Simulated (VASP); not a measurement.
# CdGa2 (Fd-3m) in VASP: a series of runs

Runs on CdGa2. Level: PBE. Tasks: single point, relaxation of cell and atoms.

All numbers are computed with VASP 6.6.1; they aren't measurements. Logs are shortened: lines on timing, memory, paths and dates and some standing lists are left out, and cuts for length are marked.

### Step 1. The cell of the first run

Symmetry: Fd-3m, No. 227, cubic system. Conventional cell: a = 7.991 Å, b = 7.991 Å, c = 7.991 Å, α = 90.00°, β = 90.00°, γ = 90.00°. Within 4.4 Å of Cd (site symmetry -43m) lie 12 Ga at 3.31 Å and 4 Cd at 3.46 Å. Within 3.7 Å of Ga (site symmetry -3m) lie 6 Ga at 2.83 Å and 6 Cd at 3.31 Å.

### Step 2. Single point, PBE

INCAR reads:

```
SYSTEM = CdGa2
PREC = Accurate
ENCUT = 520
EDIFF = 1E-6
ISMEAR = 0
SIGMA = 0.1
LREAL = .False.
LASPH = .True.
NELM = 100
ALGO = Fast
ISIF = 2
LWAVE = .False.
LCHARG = .True.
GGA = PE
LELF = .True.
LVHAR = .True.
NBANDS = 47
```

KPOINTS reads:

```
regular mesh
0
Gamma
  8 8 8
  0 0 0
```

POSCAR reads:

```
CdGa2
1.0
    0.0000000000      3.9954780860      3.9954780860
    3.9954780860      0.0000000000      3.9954780860
    3.9954780860      3.9954780860      0.0000000000
Cd Ga
2 4
Direct
    0.0000000000      0.0000000000      0.0000000000
    0.2500000000      0.2500000000      0.2500000000
    0.6250000000      0.6250000000      0.6250000000
    0.1250000000      0.6250000000      0.6250000000
    0.6250000000      0.6250000000      0.1250000000
    0.6250000000      0.1250000000      0.6250000000
```

Potentials or basis: VASP PAW PBE potentials, release 64 (Cd, Ga_d).

Launch:

```
$ cat potpaw_PBE.64/Cd/POTCAR potpaw_PBE.64/Ga_d/POTCAR > POTCAR
$ mpirun -np 1 vasp_std > vasp.out
```

OUTCAR:

```text
SYSTEM = CdGa2
   PREC = Accurate
   ENCUT = 520
   EDIFF = 1E-6
   ISMEAR = 0
   LREAL = .False.
   LASPH = .True.
   NELM = 100
   ISIF = 2
   GGA = PE

 ion  position               nearest neighbor table
   1  0.000  0.000  0.000-   4 3.31   6 3.31   4 3.31   5 3.31   3 3.31   4 3.31   6 3.31   5 3.31
                             5 3.31   6 3.31   3 3.31   3 3.31   2 3.46   2 3.46   2 3.46   2 3.46
   2  0.250  0.250  0.250-   4 3.31   6 3.31   5 3.31   3 3.31   4 3.31   6 3.31   4 3.31   5 3.31
                             5 3.31   6 3.31   3 3.31   3 3.31   1 3.46   1 3.46   1 3.46   1 3.46
   3  0.625  0.625  0.625-   4 2.83   5 2.83   6 2.83   5 2.83   6 2.83   4 2.83   1 3.31   2 3.31
                             1 3.31   2 3.31   1 3.31   2 3.31
   4  0.125  0.625  0.625-   3 2.83   5 2.83   6 2.83   3 2.83   5 2.83   6 2.83   1 3.31   2 3.31
                             2 3.31   1 3.31   2 3.31   1 3.31
   5  0.625  0.625  0.125-   3 2.83   3 2.83   4 2.83   6 2.83   6 2.83   4 2.83   1 3.31   2 3.31
                             1 3.31   2 3.31   1 3.31   2 3.31
   6  0.625  0.125  0.625-   3 2.83   5 2.83   3 2.83   4 2.83   5 2.83   4 2.83   1 3.31   2 3.31
                             1 3.31   2 3.31   1 3.31   2 3.31

  LATTYP: Found a face centered cubic cell.
 ALAT       =     7.9909561720

  Lattice vectors:

 A1 = (   0.0000000000,   3.9954780860,   3.9954780860)
 A2 = (   3.9954780860,   0.0000000000,   3.9954780860)
 A3 = (   3.9954780860,   3.9954780860,   0.0000000000)

Analysis of symmetry for initial positions (statically):
=====================================================================
 Subroutine PRICEL returns:
 Original cell was already a primitive cell.

 Routine SETGRP: Setting up the symmetry group for a
 face centered cubic supercell.

 Subroutine GETGRP returns: Found 48 space group operations
 (whereof 24 operations were pure point group operations)
 out of a pool of 48 trial point group operations.

The static configuration has the point symmetry T_d .
 The point group associated with its full space group is O_h .

Analysis of symmetry for dynamics (positions and initial velocities):
=====================================================================
 Subroutine PRICEL returns:
 Original cell was already a primitive cell.

 Routine SETGRP: Setting up the symmetry group for a
 face centered cubic supercell.

 Subroutine GETGRP returns: Found 48 space group operations
 (whereof 24 operations were pure point group operations)
 out of a pool of 48 trial point group operations.

The dynamic configuration has the point symmetry T_d .
 The point group associated with its full space group is O_h .
[... 113 lines left out ...]
   ISIF   =      2    stress and relaxation
   ISYM   =      2    0-nonsym 1-usesym 2-fastsym
   POTIM  = 0.5000    time-step for ionic-motion
   TEBEG  =    0.0;   TEEND  =   0.0 temperature during run
   PSTRESS=    0.0 pullay stress
   NELECT =      76.0000    total number of electrons
   NUPDOWN=      -1.0000    fix difference up-down
   EMIN   =  10.00;   EMAX   =-10.00  energy-range for DOS
   EFERMI =   0.00;   METHOD = LEGACY
   ISMEAR =     0;   SIGMA  =   0.10  broadening in eV -4-tet -1-fermi 0-gaus
   EFERMI_NEDOS =   21; number of points for ismear=-14 and -15
   IALGO  =     68    algorithm
   IMIX   =      4    mixing-type and parameters
     AMIX     =   0.40;   BMIX     =  1.00
     AMIX_MAG =   1.60;   BMIX_MAG =  1.00
  volume/ion in A,a.u.               =      21.26       143.48
  Fermi-wavevector in a.u.,A,eV,Ry     =   1.377529  2.603152 25.818210  1.897585
  Thomas-Fermi vector in A             =   2.502674
   LORBIT       =      0    0 simple, 1 ext, 2 COOP (PROOUT), +10 PAW based schemes
   GGA     = PE    functional components
   LHFCALC =     F    Hartree Fock is set to
   AEXX    =    0.0000 exact exchange contribution
   IVDW    =     0    specifies the selected vdW correction
   LEPSILON=     F    determine dielectric tensor
   LRPA    =     F    only Hartree local field effects (RPA)
 non-spin polarized calculation
 RMM-DIIS sequential band-by-band and
 Gauss-broadening in eV      SIGMA  =   0.10
  energy-cutoff  :      520.00
  volume of cell :      127.57
 maximum number of plane-waves:      3479
   NGX = 21   NGY = 21   NGZ = 21

 number of electron      76.0000029 magnetization

 Free energy of the ion-electron system (eV)
  ---------------------------------------------------
  ext. energy  EPLUGINS =         0.00000000
  ---------------------------------------------------
  free energy    TOTEN  =       -12.55422321 eV

  energy without entropy =      -12.53667352  energy(sigma->0) =      -12.54544837

 E-fermi :   3.9722     XC(G=0): -10.6353

 val. band max:        3.9538605544   @ k =   0.5000   0.1250   0.0000
 cond. band min:       4.0411841602   @ k =  -0.3750   0.1250   0.0000
 fundamental gap:      0.0873236058
 Fermi energy:         3.9721946662

 k-point     1 :       0.0000    0.0000    0.0000
  band No.  band energies     occupation
      1     -11.2024      2.00000
      2     -11.0750      2.00000
      3     -11.0750      2.00000
      4     -11.0750      2.00000
      5     -11.0571      2.00000
      6     -11.0571      2.00000
[... 1189 lines left out ...]
     46       9.1262      0.00000
     47      10.1329      0.00000

 [... further k-points ...]

------------------------ aborting loop because EDIFF is reached ----------------------------------------

  FORCE on cell =-STRESS in cart. coord.  units (eV):
  Direction    XX          YY          ZZ          XY          YZ          ZX
  --------------------------------------------------------------------------------------
  -------------------------------------------------------------------------------------
  Total        0.1528965      0.1528965      0.1528965      0.0000000      0.0000000      0.0000000
  in kB        1.9203124      1.9203124      1.9203124      0.0000000      0.0000000      0.0000000
  external PRESSURE =       1.9203124 kB  Pullay stress =       0.0000000 kB

 VOLUME and BASIS-vectors are now :
 -----------------------------------------------------------------------------
  energy-cutoff  :      520.00
  volume of cell :      127.57
      direct lattice vectors                 reciprocal lattice vectors
     0.000000000  3.995478086  3.995478086    -0.125141470  0.125141470  0.125141470
     3.995478086  0.000000000  3.995478086     0.125141470 -0.125141470  0.125141470
     3.995478086  3.995478086  0.000000000     0.125141470  0.125141470 -0.125141470

 POSITION                                       TOTAL-FORCE (eV/Angst)
 -----------------------------------------------------------------------------------
      0.00000      0.00000      0.00000        -0.000000      0.000000     -0.000000
      1.99774      1.99774      1.99774         0.000000     -0.000000      0.000000
      4.99435      4.99435      4.99435         0.000000      0.000000     -0.000000
      4.99435      2.99661      2.99661         0.000000      0.000000     -0.000000
      2.99661      2.99661      4.99435         0.000000      0.000000     -0.000000
      2.99661      4.99435      2.99661         0.000000      0.000000     -0.000000
 -----------------------------------------------------------------------------------
    total drift:                                0.000000      0.000000      0.000000

  FREE ENERGIE OF THE ION-ELECTRON SYSTEM (eV)
  ---------------------------------------------------
  free  energy   TOTEN  =       -12.5542232144 eV

  energy  without entropy=      -12.5366735250  energy(sigma->0) =      -12.54544837
```

OSZICAR:

```text
N       E                     dE             d eps       ncg     rms          rms(c)
DAV:   1     0.775794721054E+03    0.77579E+03   -0.36027E+04  3013   0.275E+03
DAV:   2     0.100379262003E+03   -0.67542E+03   -0.64812E+03  2741   0.735E+02
DAV:   3    -0.812552598607E+01   -0.10850E+03   -0.10596E+03  2986   0.204E+02
DAV:   4    -0.130511412298E+02   -0.49256E+01   -0.48870E+01  3096   0.464E+01
DAV:   5    -0.131535308574E+02   -0.10239E+00   -0.10234E+00  3214   0.724E+00    0.379E+00
RMM:   6    -0.126044309849E+02    0.54910E+00   -0.11163E+00  3192   0.506E+00    0.360E+00
RMM:   7    -0.125598343988E+02    0.44597E-01   -0.17980E-01  3582   0.220E+00    0.189E+00
RMM:   8    -0.125540119797E+02    0.58224E-02   -0.34429E-02  3449   0.135E+00    0.175E-01
RMM:   9    -0.125542308863E+02   -0.21891E-03   -0.82362E-03  4106   0.539E-01    0.362E-02
RMM:  10    -0.125541985509E+02    0.32335E-04   -0.94804E-04  3892   0.188E-01    0.236E-02
RMM:  11    -0.125542161806E+02   -0.17630E-04   -0.23851E-04  4035   0.831E-02    0.139E-02
RMM:  12    -0.125542230138E+02   -0.68332E-05   -0.39586E-05  3676   0.434E-02    0.643E-03
RMM:  13    -0.125542232144E+02   -0.20062E-06   -0.82159E-06  2875   0.175E-02
   1 F= -.12554223E+02 E0= -.12545448E+02  d E =-.175497E-01
```

stdout:

```text
POSCAR found type information on POSCAR CdGa
 POSCAR found :  2 types and       6 ions
 scaLAPACK will be used
 LDA part: xc-table for (Slater+PW92), standard interpolation
 POSCAR, INCAR and KPOINTS ok, starting setup
 FFT: planning ... GRIDC
 FFT: planning ... GRID_SOFT
 FFT: planning ... GRID
 WAVECAR not read
 entering main loop
```

Wall time 3.4 min (1 thread of Oxide Virtual Turin-like, shared host); peak memory 0.29 GiB.

What came out:

- Free energy: -12.5542 eV
- Pressure: 0.2 GPa
- Band gap on the k mesh: zero (bands 38 and 39 overlap by 3.82 eV)

### Step 3. Relaxation of cell and atoms, PBE

This run uses another cell than the first one, of 19.84 Å³/atom.

INCAR reads:

```
SYSTEM = CdGa2
PREC = Accurate
ENCUT = 600
EDIFF = 1E-6
ISMEAR = 0
SIGMA = 0.1
LREAL = .FALSE.
LASPH = .TRUE.
NELM = 80
ALGO = Fast
ISIF = 3
LWAVE = .FALSE.
LCHARG = .FALSE.
GGA = PE
IBRION = 2
NSW = 100
EDIFFG = -0.01
```

KPOINTS reads:

```
Automatic mesh
0
G
  8 8 8
  0 0 0
```

Edit POSCAR of step 2 so:

```diff
@@ -2,5 +2,5 @@
 1.0
-    0.0000000000      3.9954780860      3.9954780860
-    3.9954780860      0.0000000000      3.9954780860
-    3.9954780860      3.9954780860      0.0000000000
+    0.0000000000      3.9044567923      3.9044567923
+    3.9044567923      0.0000000000      3.9044567923
+    3.9044567923      3.9044567923      0.0000000000
 Cd Ga
```

Potentials or basis: VASP PAW PBE potentials, release 64 (Cd, Ga_d).

Launch:

```
$ cat potpaw_PBE.64/Cd/POTCAR potpaw_PBE.64/Ga_d/POTCAR > POTCAR
$ mpirun -np 1 vasp_std > vasp.out
```

OUTCAR:

```text
SYSTEM = CdGa2
   PREC = Accurate
   ENCUT = 600
   EDIFF = 1E-6
   ISMEAR = 0
   LREAL = .FALSE.
   LASPH = .TRUE.
   NELM = 80
   ISIF = 3
   GGA = PE
   IBRION = 2
   NSW = 100
   EDIFFG = -0.01

 ion  position               nearest neighbor table
   1  0.000  0.000  0.000-   3 3.24   5 3.24   6 3.24   3 3.24   4 3.24   5 3.24   3 3.24   4 3.24
                             6 3.24   4 3.24   5 3.24   6 3.24   2 3.38   2 3.38   2 3.38   2 3.38
   2  0.250  0.250  0.250-   4 3.24   5 3.24   6 3.24   3 3.24   4 3.24   6 3.24   3 3.24   4 3.24
                             5 3.24   3 3.24   5 3.24   6 3.24   1 3.38   1 3.38   1 3.38   1 3.38
   3  0.625  0.625  0.625-   4 2.76   5 2.76   6 2.76   5 2.76   6 2.76   4 2.76   1 3.24   2 3.24
                             1 3.24   2 3.24   1 3.24   2 3.24
   4  0.125  0.625  0.625-   3 2.76   5 2.76   6 2.76   3 2.76   5 2.76   6 2.76   2 3.24   1 3.24
                             1 3.24   2 3.24   2 3.24   1 3.24
   5  0.625  0.625  0.125-   3 2.76   3 2.76   4 2.76   6 2.76   6 2.76   4 2.76   1 3.24   2 3.24
                             1 3.24   2 3.24   1 3.24   2 3.24
[... 332 lines left out ...]
 cond. band min:       4.0235804072   @ k =  -0.3750   0.1250   0.0000
 fundamental gap:      0.0871937791
 Fermi energy:         3.9553439129

 k-point     1 :       0.0000    0.0000    0.0000
  band No.  band energies     occupation
      1     -11.2151      2.00000
      2     -11.0885      2.00000
      3     -11.0885      2.00000
      4     -11.0885      2.00000
      5     -11.0708      2.00000
      6     -11.0708      2.00000
[... 1141 lines left out ...]
     44       8.7386      0.00000
     45       8.8366      0.00000

 [... further k-points ...]

------------------------ aborting loop because EDIFF is reached ----------------------------------------

  FORCE on cell =-STRESS in cart. coord.  units (eV):
  Direction    XX          YY          ZZ          XY          YZ          ZX
  --------------------------------------------------------------------------------------
  -------------------------------------------------------------------------------------
  Total        0.0223624      0.0223624      0.0223624     -0.0000000      0.0000000      0.0000000
  in kB        0.2802988      0.2802988      0.2802988     -0.0000000      0.0000000      0.0000000
  external PRESSURE =       0.2802988 kB  Pullay stress =       0.0000000 kB
[... 21 lines left out ...]
  FREE ENERGIE OF THE ION-ELECTRON SYSTEM (eV)
  ---------------------------------------------------
  free  energy   TOTEN  =       -12.5495669197 eV

  energy  without entropy=      -12.5320400530  energy(sigma->0) =      -12.54080349

 reached required accuracy - stopping structural energy minimisation
```

OSZICAR:

```text
N       E                     dE             d eps       ncg     rms          rms(c)
DAV:   1     0.827563282425E+03    0.82756E+03   -0.39794E+04  2757   0.322E+03
DAV:   2     0.111618467299E+03   -0.71594E+03   -0.69393E+03  2626   0.792E+02
DAV:   3    -0.696799955483E+01   -0.11859E+03   -0.11498E+03  2847   0.224E+02
DAV:   4    -0.129900484482E+02   -0.60220E+01   -0.59282E+01  2937   0.523E+01
[... 36 lines left out ...]
RMM:   3    -0.125496907601E+02    0.71906E-03   -0.24916E-03  2885   0.368E-01    0.109E-01
RMM:   4    -0.125495841856E+02    0.10657E-03   -0.33030E-04  2779   0.161E-01    0.431E-02
RMM:   5    -0.125495660176E+02    0.18168E-04   -0.80081E-05  2976   0.574E-02    0.504E-03
RMM:   6    -0.125495666630E+02   -0.64539E-06   -0.17486E-05  2744   0.255E-02    0.747E-03
RMM:   7    -0.125495669197E+02   -0.25672E-06   -0.38874E-06  1843   0.171E-02
   4 F= -.12549567E+02 E0= -.12540803E+02  d E =-.911508E-01
```

Wall time 15 min (1 thread of Oxide Virtual Turin-like, shared host); peak memory 0.4 GiB.

Results:

```yaml
Free_energy: -12.5496 eV
Relaxed_volume: 21.30 Å³/atom
Relaxed_cell: a = 5.654 Å, b = 5.654 Å, c = 5.654 Å, α = 60.00°, β = 60.00°, γ = 60.00°
Space_group_after_relaxing_to_0.1_Å: Fd-3m (No. 227)
Energy_gained_by_relaxing: 15.2 meV/atom
Ionic_steps: 4
Pressure_after_relaxing: 0.0 GPa
Band_gap_on_the_k_mesh: zero (bands 38 and 39 overlap by 3.81 eV)
```

Step by step:
```
step  energy change (eV)  largest force (eV/Å)  pressure (GPa)  volume (Å³)
   1              0.0000                0.0000            3.51       119.05
   2             -0.0896                0.0000            0.44       126.69
   3             -0.0911                0.0000           -0.12       128.14
   4             -0.0912                0.0000            0.03       127.82
```

Final structure:
```
CELL_PARAMETERS angstrom
0.00000 3.99815 3.99815
3.99815 0.00000 3.99815
3.99815 3.99815 0.00000
ATOMIC_POSITIONS crystal
Cd 0.00000 0.00000 0.00000
Cd 0.25000 0.25000 0.25000
Ga 0.62500 0.62500 0.62500
Ga 0.12500 0.62500 0.62500
Ga 0.62500 0.62500 0.12500
Ga 0.62500 0.12500 0.62500
```

The gap in the log of VASP goes by the Fermi energy; the results here count the filled bands.